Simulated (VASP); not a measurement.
# CaCr3Bi (Pm-3m) in VASP: a series of runs

The runs below take CaCr3Bi through single point, relaxation of cell and atoms, with PBE.

Program: VASP 6.6.1. These are calculated values, not measurements. Logs are shortened: lines on timing, memory, paths and dates and some standing lists are left out, and cuts for length are marked.

**1. The cell of the first run**

It takes space group Pm-3m (No. 221, cubic). The conventional cell has a = 4.469 Å, b = 4.469 Å, c = 4.469 Å, α = 90.00°, β = 90.00°, γ = 90.00°. Ca (site symmetry m-3m) has 12 Cr at 3.16 Å and 8 Bi at 3.87 Å within 4.2 Å. Cr (site symmetry 4/mmm) has 2 Bi at 2.23 Å within 3.0 Å. Bi (site symmetry m-3m) has 6 Cr at 2.23 Å within 3.0 Å.

**2. Single point, PBE, collinear spin, ferromagnetic start**

Input file INCAR:

```
ALGO = Normal
EDIFF = 1E-6
ENCUT = 500
GGA = PE
GGA_COMPAT = F
ISIF = 2
ISMEAR = 0
ISPIN = 2
LASPH = T
LCHARG = F
LMAXMIX = 4
LORBIT = 11
LREAL = F
LWAVE = F
MAGMOM = 0 3 3 3 0
NBANDS = 42
NELM = 200
PREC = Accurate
SIGMA = 0.1
```

Input file KPOINTS:

```
k-points
0
Gamma
  4 4 4
```

Input file POSCAR:

```
CaCr3Bi
1.0
    4.4688099163      0.0000000000      0.0000000000
    0.0000000000      4.4688099163      0.0000000000
    0.0000000000      0.0000000000      4.4688099163
Ca Cr Bi
1 3 1
Direct
    0.0000000000      0.0000000000      0.0000000000
    0.0000000000      0.5000000000      0.5000000000
    0.5000000000      0.0000000000      0.5000000000
    0.5000000000      0.5000000000      0.0000000000
    0.5000000000      0.5000000000      0.5000000000
```

Potentials or basis: VASP PAW PBE potentials, release 64 (Ca_sv, Cr_pv, Bi_d).

Started as:

```console
$ cat potpaw_PBE.64/Ca_sv/POTCAR potpaw_PBE.64/Cr_pv/POTCAR potpaw_PBE.64/Bi_d/POTCAR > POTCAR
$ mpirun -np 1 vasp_std > vasp.out
```

OUTCAR:

```text
EDIFF = 1E-6
   ENCUT = 500
   GGA = PE
   ISIF = 2
   ISMEAR = 0
   ISPIN = 2
   LASPH = T
   LORBIT = 11
   LREAL = F
   NELM = 200
   PREC = Accurate

 ion  position               nearest neighbor table
   1  0.000  0.000  0.000-   2 3.16   3 3.16   4 3.16   2 3.16   3 3.16   2 3.16   4 3.16   2 3.16
                             3 3.16   4 3.16   3 3.16   4 3.16
   2  0.000  0.500  0.500-   5 2.23   5 2.23   4 3.16   1 3.16   1 3.16   4 3.16   1 3.16   3 3.16
                             1 3.16   3 3.16   4 3.16   3 3.16   4 3.16   3 3.16
   3  0.500  0.000  0.500-   5 2.23   5 2.23   4 3.16   1 3.16   1 3.16   4 3.16   2 3.16   4 3.16
                             2 3.16   4 3.16   1 3.16   2 3.16   1 3.16   2 3.16
   4  0.500  0.500  0.000-   5 2.23   5 2.23   3 3.16   1 3.16   2 3.16   3 3.16   2 3.16   1 3.16
                             3 3.16   3 3.16   1 3.16   2 3.16   2 3.16   1 3.16
   5  0.500  0.500  0.500-   2 2.23   3 2.23   4 2.23   4 2.23   3 2.23   2 2.23

  LATTYP: Found a simple cubic cell.
 ALAT       =     4.4688099163

  Lattice vectors:

 A1 = (   4.4688099163,   0.0000000000,   0.0000000000)
 A2 = (   0.0000000000,   4.4688099163,   0.0000000000)
 A3 = (   0.0000000000,   0.0000000000,   4.4688099163)

Analysis of symmetry for initial positions (statically):
=====================================================================
 Subroutine PRICEL returns:
 Original cell was already a primitive cell.

 Routine SETGRP: Setting up the symmetry group for a
 simple cubic supercell.

 Subroutine GETGRP returns: Found 48 space group operations
 (whereof 48 operations were pure point group operations)
 out of a pool of 48 trial point group operations.

The static configuration has the point symmetry O_h .

Analysis of symmetry for dynamics (positions and initial velocities):
=====================================================================
 Subroutine PRICEL returns:
 Original cell was already a primitive cell.

 Routine SETGRP: Setting up the symmetry group for a
 simple cubic supercell.

 Subroutine GETGRP returns: Found 48 space group operations
 (whereof 48 operations were pure point group operations)
 out of a pool of 48 trial point group operations.

The dynamic configuration has the point symmetry O_h .

Analysis of structural, dynamic, and magnetic symmetry:
=====================================================================
 Subroutine PRICEL returns:
 Original cell was already a primitive cell.

 Routine SETGRP: Setting up the symmetry group for a
 simple cubic supercell.

 Subroutine GETGRP returns: Found 48 space group operations
 (whereof 48 operations were pure point group operations)
 out of a pool of 48 trial point group operations.

The overall configuration has the point symmetry O_h .

 Subroutine INISYM returns: Found 48 space group operations
 (whereof 48 operations are pure point group operations),
 and found     1 'primitive' translations

----------------------------------------------------------------------------------------

                                     Primitive cell

  volume of cell :      89.2433

  direct lattice vectors                    reciprocal lattice vectors
     4.468809916  0.000000000  0.000000000     0.223773223  0.000000000  0.000000000
     0.000000000  4.468809916  0.000000000     0.000000000  0.223773223  0.000000000
     0.000000000  0.000000000  4.468809916     0.000000000  0.000000000  0.223773223

  length of vectors
     4.468809916  4.468809916  4.468809916     0.223773223  0.223773223  0.223773223

  position of ions in fractional coordinates (direct lattice)
     0.000000000  0.000000000  0.000000000
     0.000000000  0.500000000  0.500000000
     0.500000000  0.000000000  0.500000000
     0.500000000  0.500000000  0.000000000
     0.500000000  0.500000000  0.500000000

  ion indices of the primitive-cell ions
   primitive index   ion index
                 1           1
                 2           2
                 3           3
                 4           4
                 5           5

----------------------------------------------------------------------------------------

[... 31 lines left out ...]
  0.500000  0.500000  0.000000      3.000000
  0.250000  0.250000  0.250000      8.000000
  0.500000  0.250000  0.250000     12.000000
  0.500000  0.500000  0.250000      6.000000
  0.500000  0.500000  0.500000      1.000000
   k-points           NKPTS =     10   k-points in BZ     NKDIM =     10   number of bands    NBANDS=     42
   number of dos      NEDOS =    301   number of ions     NIONS =      5
   total plane-waves  NPLWV =  46656
   dimension x,y,z NGX =    36 NGY =   36 NGZ =   36
   dimension x,y,z NGXF=    72 NGYF=   72 NGZF=   72
   ions per type =               1   3   1
   NGX,Y,Z   is equivalent  to a cutoff of  13.39, 13.39, 13.39 a.u.
   NGXF,Y,Z  is equivalent  to a cutoff of  26.79, 26.79, 26.79 a.u.
 SYSTEM =  unknown system
   PREC   = accura    normal or accurate (medium, high low for compatibility)
   ISTART =      0    job   : 0-new  1-cont  2-samecut
   ICHARG =      2    charge: 1-file 2-atom 10-const
   ISPIN  =      2    spin polarized calculation?
   LNONCOLLINEAR =      F non collinear calculations
   LSORBIT =      F    spin-orbit coupling
   LASPH  =      T    aspherical Exc in radial PAW
   ENCUT  =  500.0 eV  36.75 Ry    6.06 a.u.   8.15  8.15  8.15*2*pi/ulx,y,z
   NELM   =    200;   NELMIN=  2; NELMDL= -5     # of ELM steps
   EDIFF  = 0.1E-05   stopping-criterion for ELM
   LREAL  =      F    real-space projection
   EDIFFG = 0.1E-04   stopping-criterion for IOM
   NSW    =      0    number of steps for IOM
   IBRION =     -1    ionic relax: 0-MD 1-quasi-New 2-CG
   NFREE  =      0    steps in history (QN), initial steepest desc. (CG)
   ISIF   =      2    stress and relaxation
   ISYM   =      2    0-nonsym 1-usesym 2-fastsym
   POTIM  = 0.5000    time-step for ionic-motion
   TEBEG  =    0.0;   TEEND  =   0.0 temperature during run
   PSTRESS=    0.0 pullay stress
   NELECT =      61.0000    total number of electrons
   NUPDOWN=      -1.0000    fix difference up-down
   EMIN   =  10.00;   EMAX   =-10.00  energy-range for DOS
   EFERMI =   0.00;   METHOD = LEGACY
   ISMEAR =     0;   SIGMA  =   0.10  broadening in eV -4-tet -1-fermi 0-gaus
   EFERMI_NEDOS =   21; number of points for ismear=-14 and -15
   IALGO  =     38    algorithm
   IMIX   =      4    mixing-type and parameters
     AMIX     =   0.40;   BMIX     =  1.00
     AMIX_MAG =   1.60;   BMIX_MAG =  1.00
  volume/ion in A,a.u.               =      17.85       120.45
  Fermi-wavevector in a.u.,A,eV,Ry     =   1.442092  2.725158 28.295065  2.079629
  Thomas-Fermi vector in A             =   2.560651
   LORBIT       =     11    0 simple, 1 ext, 2 COOP (PROOUT), +10 PAW based schemes
   GGA     = PE    functional components
   LHFCALC =     F    Hartree Fock is set to
   AEXX    =    0.0000 exact exchange contribution
   IVDW    =     0    specifies the selected vdW correction
   LEPSILON=     F    determine dielectric tensor
   LRPA    =     F    only Hartree local field effects (RPA)
 spin polarized calculation
 Gauss-broadening in eV      SIGMA  =   0.10
  energy-cutoff  :      500.00
  volume of cell :       89.24
 maximum number of plane-waves:      2301
 NGX is ok and might be reduce to    36
   NGX = 17   NGY = 17   NGZ = 17

 number of electron      61.0000022 magnetization       6.4006694

 Free energy of the ion-electron system (eV)
  ---------------------------------------------------
  ext. energy  EPLUGINS =         0.00000000
  ---------------------------------------------------
  free energy    TOTEN  =       -22.25137310 eV

  energy without entropy =      -22.21472998  energy(sigma->0) =      -22.23305154

 E-fermi :   7.8555     XC(G=0): -11.3710

 val. band max:        7.8396959167   @ k =   0.2500   0.2500   0.0000
 cond. band min:       7.8597477957   @ k =   0.5000   0.2500   0.0000
 fundamental gap:      0.0200518790
 Fermi energy:         7.8555102733

 spin component 1

 k-point     1 :       0.0000    0.0000    0.0000
  band No.  band energies     occupation
      1     -35.5793      1.00000
      2     -35.5793      1.00000
      3     -35.5793      1.00000
      4     -35.4488      1.00000
      5     -35.4488      1.00000
      6     -35.4488      1.00000
[... 439 lines left out ...]
     41      13.3635      0.00000
     42      13.3635      0.00000
 Fermi energy:         7.8555102733

 spin component 2

 k-point     1 :       0.0000    0.0000    0.0000
  band No.  band energies     occupation
      1     -33.8710      1.00000
      2     -33.8710      1.00000
      3     -33.8710      1.00000
      4     -33.3376      1.00000
      5     -33.3376      1.00000
      6     -33.3376      1.00000
[... 439 lines left out ...]
     41      13.5220      0.00000
     42      13.5220      0.00000

------------------------ aborting loop because EDIFF is reached ----------------------------------------

  FORCE on cell =-STRESS in cart. coord.  units (eV):
  Direction    XX          YY          ZZ          XY          YZ          ZX
  --------------------------------------------------------------------------------------
  -------------------------------------------------------------------------------------
  Total       26.5984486     26.5984486     26.5984486      0.0000000      0.0000000      0.0000000
  in kB      477.5196452    477.5196452    477.5196452      0.0000000      0.0000000      0.0000000
  external PRESSURE =     477.5196452 kB  Pullay stress =       0.0000000 kB

 VOLUME and BASIS-vectors are now :
 -----------------------------------------------------------------------------
  energy-cutoff  :      500.00
  volume of cell :       89.24
      direct lattice vectors                 reciprocal lattice vectors
     4.468809916  0.000000000  0.000000000     0.223773223  0.000000000  0.000000000
     0.000000000  4.468809916  0.000000000     0.000000000  0.223773223  0.000000000
     0.000000000  0.000000000  4.468809916     0.000000000  0.000000000  0.223773223

 POSITION                                       TOTAL-FORCE (eV/Angst)
 -----------------------------------------------------------------------------------
      0.00000      0.00000      0.00000         0.000000      0.000000      0.000000
      0.00000      2.23440      2.23440         0.000000      0.000000      0.000000
      2.23440      0.00000      2.23440         0.000000      0.000000      0.000000
      2.23440      2.23440      0.00000         0.000000      0.000000      0.000000
      2.23440      2.23440      2.23440         0.000000      0.000000      0.000000
 -----------------------------------------------------------------------------------
    total drift:                                0.000000      0.000000      0.000000

  FREE ENERGIE OF THE ION-ELECTRON SYSTEM (eV)
  ---------------------------------------------------
  free  energy   TOTEN  =       -22.2513730998 eV

  energy  without entropy=      -22.2147299819  energy(sigma->0) =      -22.23305154

 total charge

# of ion       s       p       d       tot
------------------------------------------
    1        2.072   5.856   0.270   8.198
    2        0.317   6.290   4.437  11.044
    3        0.317   6.290   4.437  11.044
    4        0.317   6.290   4.437  11.044
    5        1.495   2.278  10.197  13.969
--------------------------------------------------
tot          4.519  27.003  23.779  55.301

 magnetization (x)

# of ion       s       p       d       tot
------------------------------------------
    1       -0.010   0.003   0.020   0.013
    2        0.009   0.007   1.993   2.010
    3        0.009   0.007   1.993   2.010
    4        0.009   0.007   1.993   2.010
    5       -0.017  -0.091   0.041  -0.066
--------------------------------------------------
tot          0.000  -0.066   6.041   5.976
```

Run time: 2.9 min. Hardware: 1 thread of Intel Xeon 8259CL, shared host; peak memory 0.27 GiB.

What came out:

| Property | Result |
| --- | --- |
| Free energy | -22.2514 eV |
| Pressure | 47.8 GPa |
| Net moment | 6.40 μB per cell |
| Site moments | Ca +0.01; Cr +2.01; Bi -0.07 μB |
| Valence electrons inside the program's atomic spheres | Ca 8.20; Cr 11.04; Bi 13.97 |

Caveat: the cell stands under pressure; spin-orbit coupling is left out, which moves the levels of the heavy elements.

**3. Single point, PBE, collinear spin, ferromagnetic start**

This run uses another cell than the first one, of 30.37 Å³/atom.

Input file INCAR:

```
SYSTEM = CaCr3Bi
PREC = Accurate
ENCUT = 500
EDIFF = 1E-6
ISMEAR = 0
SIGMA = 0.1
LREAL = .False.
LASPH = .True.
NELM = 200
ALGO = Normal
ISIF = 2
LWAVE = .False.
LCHARG = .False.
ISPIN = 2
MAGMOM = 0 1.95 1.95 1.95 0
LORBIT = 11
LMAXMIX = 4
GGA = PE
NBANDS = 42
GGA_COMPAT = .False.
```

Input file KPOINTS:

```
regular mesh
0
Gamma
  4 4 4
  0 0 0
```

POSCAR, as its differences from that of step 2:

```diff
@@ -2,5 +2,5 @@
 1.0
-    4.4688099163      0.0000000000      0.0000000000
-    0.0000000000      4.4688099163      0.0000000000
-    0.0000000000      0.0000000000      4.4688099163
+    5.3349726929      0.0000000000      0.0000000000
+    0.0000000000      5.3349726929      0.0000000000
+    0.0000000000      0.0000000000      5.3349726929
 Ca Cr Bi
```

Potentials or basis: VASP PAW PBE potentials, release 64 (Ca_sv, Cr_pv, Bi_d).

Started as:

```console
$ cat potpaw_PBE.64/Ca_sv/POTCAR potpaw_PBE.64/Cr_pv/POTCAR potpaw_PBE.64/Bi_d/POTCAR > POTCAR
$ mpirun -np 1 vasp_std > vasp.out
```

Run time: 5.8 min. Hardware: 1 thread of Intel Xeon 8259CL, shared host; peak memory 0.33 GiB.

It converged, with:

```yaml
Free_energy: -28.7878 eV
Pressure: 0.0 GPa
Net_moment: 13.21 μB per cell
Site_moments: Ca +0.01; Cr +3.90; Bi -0.12 μB
Valence_electrons_inside_the_program's_atomic_spheres: Ca 8.02; Cr 10.53; Bi 13.17
```

Levels at points of the mesh, in eV from the Fermi level:
Spin up:
```tsv
k point	band 34	band 35	band 36	band 37	band 38	band 39	band 40	band 41
(0.00, 0.00, 0.00)	-0.83	-0.83	-0.83	-0.70	0.73	0.73	0.93	2.72
(0.50, 0.00, 0.00)	-0.97	-0.83	-0.45	-0.45	0.75	1.29	1.40	2.03
(0.50, 0.50, 0.00)	-0.98	-0.78	-0.64	-0.64	0.33	0.37	1.53	1.53
(0.50, 0.50, 0.50)	-0.80	-0.75	-0.75	-0.75	-0.36	-0.36	-0.36	2.33
```
Spin down:
```
           k point  band 22  band 23  band 24  band 25  band 26  band 27
(0.00, 0.00, 0.00)    -2.26    -2.26    -0.23    -0.23     0.61     0.61
(0.50, 0.00, 0.00)    -2.33    -1.08    -0.66     0.39     0.78     0.78
(0.50, 0.50, 0.00)    -2.34    -1.36     0.23     0.23     0.38     0.81
(0.50, 0.50, 0.50)    -3.81    -0.35    -0.11    -0.11    -0.11     0.78
```

Caveat: spin-orbit coupling is left out, which moves the levels of the heavy elements.

(Continued in part 2 of 2.)
